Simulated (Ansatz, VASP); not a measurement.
**One calculation of Cu, two programs**

The input INCAR:

```
PREC = Accurate
ENCUT = 600
EDIFF = 1E-6
ISMEAR = 1
SIGMA = 0.1
LREAL = F
LASPH = T
NELM = 60
ALGO = Normal
ISIF = 3
LWAVE = F
LCHARG = F
IBRION = 2
NSW = 60
EDIFFG = -0.005
```

Contents of KPOINTS:

```
Automatic mesh
0
Gamma
  26 26 26
```

POSCAR

```
Cu
1.0
    0.0000000000      1.8050000000      1.8050000000
    1.8050000000      0.0000000000      1.8050000000
    1.8050000000      1.8050000000      0.0000000000
Cu
1
Direct
    0.0000000000      0.0000000000      0.0000000000
```

Input for Ansatz:

```yaml
crystal:
  lattice:
    - [0.0, 1.805, 1.805]
    - [1.805, 0.0, 1.805]
    - [1.805, 1.805, 0.0]
  atoms:
    - { symbol: Cu, position: [0.0, 0.0, 0.0] }
kpoints:
  mp_grid: { grid: [26, 26, 26] }
scf:
  occupations: { method: cold, width: 0.1 }
hamiltonian:
  xc: lda
  pseudopotentials: { kind: paw, azcp: { folder: soft_1 } }
output:
  forces: true
  stress: true
  populations: false
relax:
  f_tol: 0.005
  max_steps: 40
  cell: {}
```

Alike in both runs: task relaxation of cell and atoms; functional LDA; k mesh 26 × 26 × 26; no spin polarisation.

```csv
,VASP,Ansatz
version,VASP 6.6.1,Ansatz 0.2.0
potentials or method,"VASP PAW LDA potentials, release 64 (Cu)","plane-wave PAW, scalar-relativistic"
plane-wave cutoff (eV),600,420
occupations,"methfessel-paxton of order 1, width 0.1 eV","cold, width 0.1 eV"
valence electrons in the cell,11,19
```

|  | VASP | Ansatz | Ansatz less VASP |
| --- | --- | --- | --- |
| relaxed volume (Å³/atom) | 10.94 | 10.88 | -0.059 |
| relaxed length of the cell vector where the two differ most in proportion (Å) | 2.492 | 2.488 | -0.0045 |

Ansatz warns that its potentials were made for another functional, while VASP's fit it. LDA's correlation is that of Perdew and Zunger in VASP and of Perdew and Wang (1992) in Ansatz. VASP's potentials hold 11 valence electrons a cell and Ansatz's 19, so a difference there can come from the potentials and not from the codes.
